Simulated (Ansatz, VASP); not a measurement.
## Two plane-wave programs on Ti

The input INCAR:

```
SYSTEM = Ti
PREC = Accurate
ENCUT = 520
EDIFF = 1E-7
ISMEAR = -1
SIGMA = 0.05
LREAL = .FALSE.
LASPH = .TRUE.
NELM = 60
ALGO = Normal
ISIF = 2
LWAVE = .FALSE.
LCHARG = .FALSE.
GGA = PS
IVDW = 12
NBANDS = 19
```

File KPOINTS:

```
Automatic mesh
0
G
  10 10 6
  0 0 0
```

The input POSCAR:

```
Ti
1.0
    3.0078578261      0.0000000000      0.0000000000
   -1.5039289131      2.6048812885      0.0000000000
    0.0000000000      0.0000000000      4.7717880089
Ti
2
Direct
    0.6666666667      0.3333333333      0.7500000000
    0.3333333333      0.6666666667      0.2500000000
```

The input input.yaml:

```yaml
crystal:
  lattice:
    - [3.0078578261, 0.0, 0.0]
    - [-1.5039289131, 2.6048812885, 0.0]
    - [0.0, 0.0, 4.7717880089]
  atoms:
    - { symbol: Ti, position: [0.6666666667, 0.3333333333, 0.75] }
    - { symbol: Ti, position: [0.3333333333, 0.6666666667, 0.25] }
hamiltonian:
  xc: pbesol
  pseudopotentials: { kind: paw }
  dispersion: d3bj
kpoints:
  mp_grid: { grid: [10, 10, 6] }
scf:
  occupations: { method: fermi_dirac, width: 0.05 }
output:
  forces: true
  stress: true
  eigenvalues: true
  write_density: true
  write_potential: true
  elf: true
  volumetric_format: npy
```

Alike in both runs: task single point; functional PBEsol; dispersion D3(BJ); k mesh 10 × 10 × 6; occupations fermi-dirac, width 0.05 eV; no spin polarisation.

|  | VASP | Ansatz |
| --- | --- | --- |
| version | VASP 6.6.1 | Ansatz 0.2.0 |
| potentials or method | VASP PAW PBE potentials, release 64 (Ti_sv) | Ansatz PAW |
| plane-wave cutoff (eV) | 520 | 420 |
| valence electrons in the cell | 24 | 24 |

```tsv
	VASP	Ansatz	Ansatz less VASP
gap on the k mesh at the Fermi level (eV)	none	none	-
pressure (GPa)	-15.8	-15.7	+0.11
traceless stress, the component that is largest in VASP (GPa)	-0.35	-0.35	-0.004
```

VASP's potentials were made for PBE, not for PBEsol. A gap of «none» marks a metal or a gap that the smearing closes.
